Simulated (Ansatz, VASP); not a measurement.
Two plane-wave programs on KBr

```
K Br
1.0
     4.15223    0.08087    0.08087
     0.08087    4.15223    0.08087
     0.08087    0.08087    4.15223
K Br
1 1
Direct
  0.00000 0.00000 0.00000
  0.50000 0.50000 0.50000
```

Alike in both runs: task single point; functional PBE; k mesh 6 × 6 × 6; occupations gaussian, width 0.02 eV; no spin polarisation.

|  | VASP | Ansatz |
| --- | --- | --- |
| version | VASP 6.6.1 | Ansatz 0.2.0 |
| potentials or method | VASP PAW PBE potentials, release 64 (K_sv, Br), cutoff 520 eV | scalar-relativistic, plane waves, PAW |
| valence electrons in the cell | 16 | 16 |

|  | VASP | Ansatz | Ansatz less VASP |
| --- | --- | --- | --- |
| gap on the k mesh at the Fermi level (eV) | 3.65 | 3.65 | 0.000 |
| least direct gap on the mesh (eV) | 3.83 | 3.83 | 0.000 |
| pressure (GPa) | -1.0 | -1.0 | -0.02 |
